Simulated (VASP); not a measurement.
# ZnSe (F-43m) in VASP: further runs

Runs on ZnSe. Level: LDA. Tasks: single point.

Everything below comes from runs of VASP 6.6.1. Logs are shortened: lines on timing, memory, paths and dates and some standing lists are left out, and cuts for length are marked.

## (1) The cell of the first run

Symmetry: F-43m, No. 216, cubic system. The conventional cell has a = 5.563 Å, b = 5.563 Å, c = 5.563 Å, α = 90.00°, β = 90.00°, γ = 90.00°. Within 3.2 Å of Zn (site symmetry -43m) lie 4 Se at 2.41 Å. Within 3.2 Å of Se (site symmetry -43m) lie 4 Zn at 2.41 Å.

## (2) Single point, LDA

INCAR reads:

```
  PREC = Accurate
  ENCUT = 520
  EDIFF = 1E-6
  ISMEAR = 0
  SIGMA = 0.05
  LREAL = F
  LASPH = T
  NELM = 80
  ALGO = Normal
  ISIF = 2
  LWAVE = F
  LCHARG = T
  LELF = T
  LVHAR = T
  NBANDS = 16
```

KPOINTS reads:

```
Automatic mesh
0
Gamma
  6 6 6
```

POSCAR reads:

```
ZnSe
1.0
    0.0000000000      2.7815807341      2.7815807341
    2.7815807341      0.0000000000      2.7815807341
    2.7815807341      2.7815807341      0.0000000000
Zn Se
1 1
Direct
    0.0000000000      0.0000000000      0.0000000000
    0.2500000000      0.2500000000      0.2500000000
```

Potentials or basis: VASP PAW LDA potentials, release 64 (Zn, Se).

Started as:

```console
> cat potpaw_LDA.64/Zn/POTCAR potpaw_LDA.64/Se/POTCAR > POTCAR
> mpirun -np 1 vasp_std > vasp.out
```

OUTCAR:

```text
PREC = Accurate
   ENCUT = 520
   EDIFF = 1E-6
   ISMEAR = 0
   LREAL = F
   LASPH = T
   NELM = 80
   ISIF = 2

 ion  position               nearest neighbor table
   1  0.000  0.000  0.000-   2 2.41   2 2.41   2 2.41   2 2.41
   2  0.250  0.250  0.250-   1 2.41   1 2.41   1 2.41   1 2.41

  LATTYP: Found a face centered cubic cell.
 ALAT       =     5.5631614682

  Lattice vectors:

 A1 = (   0.0000000000,   2.7815807341,   2.7815807341)
 A2 = (   2.7815807341,   0.0000000000,   2.7815807341)
 A3 = (   2.7815807341,   2.7815807341,   0.0000000000)

Analysis of symmetry for initial positions (statically):
=====================================================================
 Subroutine PRICEL returns:
 Original cell was already a primitive cell.

 Routine SETGRP: Setting up the symmetry group for a
 face centered cubic supercell.

 Subroutine GETGRP returns: Found 24 space group operations
 (whereof 24 operations were pure point group operations)
 out of a pool of 48 trial point group operations.

The static configuration has the point symmetry T_d .

Analysis of symmetry for dynamics (positions and initial velocities):
=====================================================================
 Subroutine PRICEL returns:
 Original cell was already a primitive cell.

 Routine SETGRP: Setting up the symmetry group for a
 face centered cubic supercell.

 Subroutine GETGRP returns: Found 24 space group operations
 (whereof 24 operations were pure point group operations)
 out of a pool of 48 trial point group operations.

The dynamic configuration has the point symmetry T_d .

 Subroutine INISYM returns: Found 24 space group operations
 (whereof 24 operations are pure point group operations),
 and found     1 'primitive' translations

----------------------------------------------------------------------------------------

                                     Primitive cell

  volume of cell :      43.0432

  direct lattice vectors                    reciprocal lattice vectors
     0.000000000  2.781580734  2.781580734    -0.179753905  0.179753905  0.179753905
     2.781580734  0.000000000  2.781580734     0.179753905 -0.179753905  0.179753905
     2.781580734  2.781580734  0.000000000     0.179753905  0.179753905 -0.179753905

  length of vectors
     3.933749199  3.933749199  3.933749199     0.311342897  0.311342897  0.311342897

  position of ions in fractional coordinates (direct lattice)
     0.000000000  0.000000000  0.000000000
     0.250000000  0.250000000  0.250000000

  ion indices of the primitive-cell ions
   primitive index   ion index
                 1           1
                 2           2

----------------------------------------------------------------------------------------

 KPOINTS: Automatic mesh

Automatic generation of k-mesh.
 Grid dimensions read from file:
 generate k-points for:    6    6    6

 Generating k-lattice:

  Cartesian coordinates                     Fractional coordinates (reciprocal lattice)
    -0.029958984  0.029958984  0.029958984     0.166666667  0.000000000  0.000000000
     0.029958984 -0.029958984  0.029958984     0.000000000  0.166666667  0.000000000
     0.029958984  0.029958984 -0.029958984     0.000000000  0.000000000  0.166666667

  Length of vectors
     0.051890483  0.051890483  0.051890483

  Shift w.r.t. Gamma in fractional coordinates (k-lattice)
     0.000000000  0.000000000  0.000000000

 Subroutine IBZKPT returns following result:
 ===========================================

 Found     16 irreducible k-points:

 Following reciprocal coordinates:
            Coordinates               Weight
  0.000000  0.000000  0.000000      1.000000
  0.166667  0.000000  0.000000      8.000000
  0.333333  0.000000  0.000000      8.000000
  0.500000  0.000000  0.000000      4.000000
  0.166667  0.166667  0.000000      6.000000
  0.333333  0.166667  0.000000     24.000000
[... 8 lines left out ...]
 -0.333333  0.333333  0.166667     24.000000
 -0.333333  0.500000  0.166667     12.000000
   k-points           NKPTS =     16   k-points in BZ     NKDIM =     16   number of bands    NBANDS=     16
   number of dos      NEDOS =    301   number of ions     NIONS =      2
   total plane-waves  NPLWV =  27000
   dimension x,y,z NGX =    30 NGY =   30 NGZ =   30
   dimension x,y,z NGXF=    60 NGYF=   60 NGZF=   60
   ions per type =               1   1
   NGX,Y,Z   is equivalent  to a cutoff of  12.68, 12.68, 12.68 a.u.
   NGXF,Y,Z  is equivalent  to a cutoff of  25.36, 25.36, 25.36 a.u.
 SYSTEM =  unknown system
   PREC   = accura    normal or accurate (medium, high low for compatibility)
   ISTART =      0    job   : 0-new  1-cont  2-samecut
   ICHARG =      2    charge: 1-file 2-atom 10-const
   ISPIN  =      1    spin polarized calculation?
   LNONCOLLINEAR =      F non collinear calculations
   LSORBIT =      F    spin-orbit coupling
   LASPH  =      T    aspherical Exc in radial PAW
   ENCUT  =  520.0 eV  38.22 Ry    6.18 a.u.   7.31  7.31  7.31*2*pi/ulx,y,z
   NELM   =     80;   NELMIN=  2; NELMDL= -5     # of ELM steps
   EDIFF  = 0.1E-05   stopping-criterion for ELM
   LREAL  =      F    real-space projection
   EDIFFG = 0.1E-04   stopping-criterion for IOM
   NSW    =      0    number of steps for IOM
   IBRION =     -1    ionic relax: 0-MD 1-quasi-New 2-CG
   NFREE  =      0    steps in history (QN), initial steepest desc. (CG)
   ISIF   =      2    stress and relaxation
   ISYM   =      2    0-nonsym 1-usesym 2-fastsym
   POTIM  = 0.5000    time-step for ionic-motion
   TEBEG  =    0.0;   TEEND  =   0.0 temperature during run
   PSTRESS=    0.0 pullay stress
   NELECT =      18.0000    total number of electrons
   NUPDOWN=      -1.0000    fix difference up-down
   EMIN   =  10.00;   EMAX   =-10.00  energy-range for DOS
   EFERMI =   0.00;   METHOD = LEGACY
   ISMEAR =     0;   SIGMA  =   0.05  broadening in eV -4-tet -1-fermi 0-gaus
   EFERMI_NEDOS =   21; number of points for ismear=-14 and -15
   IALGO  =     38    algorithm
   IMIX   =      4    mixing-type and parameters
     AMIX     =   0.40;   BMIX     =  1.00
     AMIX_MAG =   1.60;   BMIX_MAG =  1.00
  volume/ion in A,a.u.               =      21.52       145.24
  Fermi-wavevector in a.u.,A,eV,Ry     =   1.224233  2.313464 20.391675  1.498746
  Thomas-Fermi vector in A             =   2.359315
   LORBIT       =      0    0 simple, 1 ext, 2 COOP (PROOUT), +10 PAW based schemes
   GGA     = CA    functional components
   LHFCALC =     F    Hartree Fock is set to
   AEXX    =    0.0000 exact exchange contribution
   IVDW    =     0    specifies the selected vdW correction
   LEPSILON=     F    determine dielectric tensor
   LRPA    =     F    only Hartree local field effects (RPA)
 non-spin polarized calculation
 Gauss-broadening in eV      SIGMA  =   0.05
  energy-cutoff  :      520.00
  volume of cell :       43.04
 maximum number of plane-waves:      1173
 NGX is ok and might be reduce to    30
   NGX = 15   NGY = 15   NGZ = 15

 number of electron      17.9999987 magnetization

 Free energy of the ion-electron system (eV)
  ---------------------------------------------------
  ext. energy  EPLUGINS =         0.00000000
  ---------------------------------------------------
  free energy    TOTEN  =        -7.36496387 eV

  energy without entropy =       -7.36496387  energy(sigma->0) =       -7.36496387

 E-fermi :   2.2315     XC(G=0):  -9.9476

 val. band max:        2.0180515279   @ k =   0.0000   0.0000   0.0000
 cond. band min:       3.3154831074   @ k =   0.0000   0.0000   0.0000
 fundamental gap:      1.2974315795
 Fermi energy:         2.2314925835

 k-point     1 :       0.0000    0.0000    0.0000
  band No.  band energies     occupation
      1     -11.6449      2.00000
      2      -4.8813      2.00000
      3      -4.8813      2.00000
      4      -4.8813      2.00000
      5      -4.4709      2.00000
      6      -4.4709      2.00000
[... 8 lines left out ...]
     15      13.6112      0.00000
     16      13.6112      0.00000

 k-point     2 :       0.1667    0.0000    0.0000
  band No.  band energies     occupation
      1     -11.4497      2.00000
      2      -4.8702      2.00000
      3      -4.8517      2.00000
      4      -4.8517      2.00000
      5      -4.4731      2.00000
      6      -4.4731      2.00000
[... 8 lines left out ...]
     15      12.4862      0.00000
     16      12.9546      0.00000

 k-point     3 :       0.3333    0.0000    0.0000
  band No.  band energies     occupation
      1     -11.0068      2.00000
      2      -4.8025      2.00000
      3      -4.8025      2.00000
      4      -4.7162      2.00000
      5      -4.4639      2.00000
      6      -4.4639      2.00000
[... 8 lines left out ...]
     15      13.1223      0.00000
     16      13.1223      0.00000

 k-point     4 :       0.5000    0.0000    0.0000
  band No.  band energies     occupation
      1     -10.7503      2.00000
      2      -4.7850      2.00000
      3      -4.7850      2.00000
      4      -4.4500      2.00000
      5      -4.4500      2.00000
      6      -4.2902      2.00000
[... 8 lines left out ...]
     15      15.3012      0.00000
     16      15.3012      0.00000

 k-point     5 :       0.1667    0.1667    0.0000
  band No.  band energies     occupation
      1     -11.3843      2.00000
      2      -4.9023      2.00000
      3      -4.8236      2.00000
      4      -4.8236      2.00000
      5      -4.4925      2.00000
      6      -4.4571      2.00000
[... 8 lines left out ...]
     15      14.0135      0.00000
     16      14.0997      0.00000

 k-point     6 :       0.3333    0.1667    0.0000
  band No.  band energies     occupation
      1     -11.0195      2.00000
      2      -4.8579      2.00000
      3      -4.7647      2.00000
      4      -4.7473      2.00000
      5      -4.4855      2.00000
      6      -4.4456      2.00000
[... 8 lines left out ...]
     15      14.3466      0.00000
     16      14.5798      0.00000

 k-point     7 :       0.5000    0.1667    0.0000
  band No.  band energies     occupation
      1     -10.6823      2.00000
      2      -4.7876      2.00000
      3      -4.7398      2.00000
      4      -4.5390      2.00000
      5      -4.4460      2.00000
      6      -4.3193      2.00000
[... 8 lines left out ...]
     15      14.8831      0.00000
     16      15.3491      0.00000

 k-point     8 :      -0.3333    0.1667    0.0000
  band No.  band energies     occupation
      1     -10.7687      2.00000
      2      -4.7797      2.00000
      3      -4.7601      2.00000
      4      -4.5758      2.00000
      5      -4.4758      2.00000
      6      -4.4116      2.00000
[... 8 lines left out ...]
     15      13.7219      0.00000
     16      15.2982      0.00000

 k-point     9 :      -0.1667    0.1667    0.0000
  band No.  band energies     occupation
      1     -11.1680      2.00000
      2      -4.8308      2.00000
      3      -4.8153      2.00000
      4      -4.7982      2.00000
      5      -4.4890      2.00000
      6      -4.4530      2.00000
[... 8 lines left out ...]
     15      13.2861      0.00000
     16      14.7564      0.00000

 k-point    10 :       0.3333    0.3333    0.0000
  band No.  band energies     occupation
      1     -10.7908      2.00000
      2      -4.9007      2.00000
      3      -4.6842      2.00000
      4      -4.6842      2.00000
      5      -4.4728      2.00000
      6      -4.4296      2.00000
[... 8 lines left out ...]
     15      15.1486      0.00000
     16      17.4892      0.00000

 k-point    11 :       0.5000    0.3333    0.0000
  band No.  band energies     occupation
      1     -10.5304      2.00000
      2      -4.8319      2.00000
      3      -4.6450      2.00000
      4      -4.6108      2.00000
      5      -4.4311      2.00000
      6      -4.2989      2.00000
[... 8 lines left out ...]
     15      15.7104      0.00000
     16      16.5999      0.00000

 k-point    12 :      -0.3333    0.3333    0.0000
  band No.  band energies     occupation
      1     -10.5220      2.00000
      2      -4.7831      2.00000
      3      -4.6803      2.00000
      4      -4.5214      2.00000
      5      -4.4627      2.00000
      6      -4.2097      2.00000
[... 8 lines left out ...]
     15      13.2254      0.00000
     16      17.8088      0.00000

 k-point    13 :       0.5000    0.5000    0.0000
  band No.  band energies     occupation
      1     -10.4453      2.00000
      2      -4.8782      2.00000
      3      -4.5983      2.00000
      4      -4.5983      2.00000
      5      -4.4158      2.00000
      6      -4.2685      2.00000
[... 8 lines left out ...]
     15      16.1779      0.00000
     16      16.6536      0.00000

 k-point    14 :       0.5000    0.3333    0.1667
  band No.  band energies     occupation
      1     -10.6976      2.00000
      2      -4.7913      2.00000
      3      -4.7308      2.00000
      4      -4.6247      2.00000
      5      -4.4539      2.00000
      6      -4.3991      2.00000
[... 8 lines left out ...]
     15      15.0556      0.00000
     16      16.6051      0.00000

 k-point    15 :      -0.3333    0.3333    0.1667
  band No.  band energies     occupation
      1     -10.5220      2.00000
      2      -4.7649      2.00000
      3      -4.6971      2.00000
      4      -4.5143      2.00000
      5      -4.4799      2.00000
      6      -4.1904      2.00000
[... 8 lines left out ...]
     15      15.2189      0.00000
     16      16.3245      0.00000

 k-point    16 :      -0.3333    0.5000    0.1667
  band No.  band energies     occupation
      1     -10.4409      2.00000
      2      -4.7909      2.00000
      3      -4.6407      2.00000
      4      -4.5629      2.00000
      5      -4.4557      2.00000
      6      -4.1562      2.00000
[... 8 lines left out ...]
     15      16.0443      0.00000
     16      16.3536      0.00000

------------------------ aborting loop because EDIFF is reached ----------------------------------------

  FORCE on cell =-STRESS in cart. coord.  units (eV):
  Direction    XX          YY          ZZ          XY          YZ          ZX
  --------------------------------------------------------------------------------------
  -------------------------------------------------------------------------------------
  Total        0.1531852      0.1531852      0.1531852      0.0000000      0.0000000      0.0000000
  in kB        5.7019383      5.7019383      5.7019383      0.0000000      0.0000000      0.0000000
  external PRESSURE =       5.7019383 kB  Pullay stress =       0.0000000 kB

 VOLUME and BASIS-vectors are now :
 -----------------------------------------------------------------------------
  energy-cutoff  :      520.00
  volume of cell :       43.04
      direct lattice vectors                 reciprocal lattice vectors
     0.000000000  2.781580734  2.781580734    -0.179753905  0.179753905  0.179753905
     2.781580734  0.000000000  2.781580734     0.179753905 -0.179753905  0.179753905
     2.781580734  2.781580734  0.000000000     0.179753905  0.179753905 -0.179753905

 POSITION                                       TOTAL-FORCE (eV/Angst)
 -----------------------------------------------------------------------------------
      0.00000      0.00000      0.00000        -0.000000     -0.000000     -0.000000
      1.39079      1.39079      1.39079         0.000000      0.000000      0.000000
 -----------------------------------------------------------------------------------
    total drift:                               -0.000000     -0.000000      0.000000

  FREE ENERGIE OF THE ION-ELECTRON SYSTEM (eV)
  ---------------------------------------------------
  free  energy   TOTEN  =        -7.3649638680 eV

  energy  without entropy=       -7.3649638680  energy(sigma->0) =       -7.36496387
```

Wall time 5.6 s (1 thread of Intel Xeon 6975P-C (Granite Rapids), shared host); peak memory 0.14 GiB.

What came out:

```yaml
Free_energy: -7.3650 eV
Pressure: 0.6 GPa
Band_gap_on_the_k_mesh: 1.30 eV, direct
```

Levels at points of the mesh, in eV from the valence-band top:
```tsv
k point	band 7	band 8	band 9	band 10	band 11	band 12
(0.00, 0.00, 0.00)	0.00	0.00	0.00	1.30	5.68	5.68
(0.50, 0.00, 0.00)	-5.66	-0.96	-0.96	2.47	6.27	6.27
(0.50, 0.50, 0.00)	-5.08	-2.41	-2.41	2.68	3.31	10.94
```

## (3) Single point, LDA

This run uses another cell than the first one, of 24.92 Å³/atom, 1.158 times its volume.

INCAR reads:

```
ALGO = Normal ; EDIFF = 1E-7
ENCUT = 520 ; ISIF = 2
ISMEAR = 0 ; LASPH = True
LCHARG = True ; LELF = True
LREAL = False ; LVHAR = True
LWAVE = False ; NBANDS = 16
NELM = 60 ; PREC = Accurate
SIGMA = 0.05
```

KPOINTS reads:

```
k-points
0
Gamma
  6 6 6
```

POSCAR reads:

```
ZnSe
1.0
    0.0000000000      2.9209304819      2.9209304819
    2.9209304819      0.0000000000      2.9209304819
    2.9209304819      2.9209304819      0.0000000000
Zn Se
1 1
Direct
    0.0000000000      0.0000000000      0.0000000000
    0.2500000000      0.2500000000      0.2500000000
```

Potentials or basis: VASP PAW LDA potentials, release 64 (Zn, Se).

Started as:

```console
> cat potpaw_LDA.64/Zn/POTCAR potpaw_LDA.64/Se/POTCAR > POTCAR
> mpirun -np 1 vasp_std > vasp.out
```

OUTCAR:

```text
EDIFF = 1E-7
   ENCUT = 520
   ISIF = 2
   ISMEAR = 0
   LASPH = True
   LREAL = False
   NELM = 60
   PREC = Accurate

 ion  position               nearest neighbor table
   1  0.000  0.000  0.000-   2 2.53   2 2.53   2 2.53   2 2.53
   2  0.250  0.250  0.250-   1 2.53   1 2.53   1 2.53   1 2.53

  LATTYP: Found a face centered cubic cell.
 ALAT       =     5.8418609638

  Lattice vectors:

 A1 = (   0.0000000000,   2.9209304819,   2.9209304819)
[... 478 lines left out ...]

------------------------ aborting loop because EDIFF is reached ----------------------------------------

  FORCE on cell =-STRESS in cart. coord.  units (eV):
  Direction    XX          YY          ZZ          XY          YZ          ZX
  --------------------------------------------------------------------------------------
  -------------------------------------------------------------------------------------
  Total       -2.2493747     -2.2493747     -2.2493747      0.0000000      0.0000000     -0.0000000
  in kB      -72.3067314    -72.3067314    -72.3067314      0.0000000      0.0000000     -0.0000000
  external PRESSURE =     -72.3067314 kB  Pullay stress =       0.0000000 kB

 VOLUME and BASIS-vectors are now :
 -----------------------------------------------------------------------------
  energy-cutoff  :      520.00
  volume of cell :       49.84
      direct lattice vectors                 reciprocal lattice vectors
     0.000000000  2.920930482  2.920930482    -0.171178329  0.171178329  0.171178329
     2.920930482  0.000000000  2.920930482     0.171178329 -0.171178329  0.171178329
     2.920930482  2.920930482  0.000000000     0.171178329  0.171178329 -0.171178329

 POSITION                                       TOTAL-FORCE (eV/Angst)
 -----------------------------------------------------------------------------------
      0.00000      0.00000      0.00000        -0.000000     -0.000000     -0.000000
      1.46047      1.46047      1.46047         0.000000      0.000000      0.000000
 -----------------------------------------------------------------------------------
    total drift:                                0.000000      0.000000     -0.000000

  FREE ENERGIE OF THE ION-ELECTRON SYSTEM (eV)
  ---------------------------------------------------
  free  energy   TOTEN  =        -7.2000682668 eV

  energy  without entropy=       -7.2000682668  energy(sigma->0) =       -7.20006827
```

stdout:

```text
POSCAR found type information on POSCAR ZnSe
 POSCAR found :  2 types and       2 ions
 scaLAPACK will be used
 LDA part: xc-table for (Slater(with rela. corr.)+CA(PZ))
 , standard interpolation
 POSCAR, INCAR and KPOINTS ok, starting setup
 FFT: planning ... GRIDC
 FFT: planning ... GRID_SOFT
 FFT: planning ... GRID
 WAVECAR not read
 entering main loop
```

Run time: 4.9 s. Hardware: 1 thread of Intel Xeon 6975P-C (Granite Rapids), shared host; peak memory 0.15 GiB.

Results:

- Free energy: -7.2001 eV
- Pressure: -7.2 GPa
- Band gap on the k mesh: 0.71 eV, direct

A hybrid or GW would open this gap; LDA tends to underestimate it.

[end of part 1 of 2]
